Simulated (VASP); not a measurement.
Write the native input for VASP 6.6.1 that does the following.

```
Task                   : single point
Functional             : LDA
Potentials or basis    : VASP PAW LDA potentials, release 64 (Mg, F)
Cutoff                 : 600 eV
k mesh                 : 7 × 7 × 10
Occupations            : fermi-dirac, width 0.1 eV
Spin                   : no spin polarisation
Dipole correction      : no
Further INCAR settings : ALGO = Normal; EDIFF = 1e-06; NBANDS = 25
```

The structure of MgF2 (rutile type) lies in POSCAR:

```
MgF2
1.0
    4.2120035401      0.0000000000      0.0000000000
    0.0000000000      4.2120035401      0.0000000000
    0.0000000000      0.0000000000      2.8194433366
Mg F
2 4
Direct
    0.0000000000      0.0000000000      0.0000000000
    0.5000000000      0.5000000000      0.5000000000
    0.3009629877      0.3009629877      0.0000000000
    0.6990370123      0.6990370123      0.0000000000
    0.8009629877      0.1990370123      0.5000000000
    0.1990370123      0.8009629877      0.5000000000
```

This cell differs from its parent crystal: volume scaled by 0.8.

These files were run (other wordings do the same):

INCAR

```
  PREC = Accurate
  ENCUT = 600
  EDIFF = 1E-6
  ISMEAR = -1
  SIGMA = 0.1
  LREAL = F
  LASPH = T
  NELM = 120
  ALGO = Normal
  ISIF = 2
  LWAVE = F
  LCHARG = F
  NBANDS = 25
  GGA_COMPAT = F
```

KPOINTS

```
regular mesh
0
Gamma
  7 7 10
```

Potentials or basis: VASP PAW LDA potentials, release 64 (Mg, F).

Command:

```bash
$ cat potpaw_LDA.64/Mg/POTCAR potpaw_LDA.64/F/POTCAR > POTCAR
$ mpirun -np 1 vasp_std > vasp.out
```

Results of the run:

The pressure is 39.3 GPa and the largest force is 0.017 eV/Å. The band gap on the k mesh is 8.78 eV, direct.

Run time: 33 s on 1 thread of AMD EPYC 9R45 96-Core Processor (Zen 5), with other jobs on the host, peak memory 0.17 GiB.
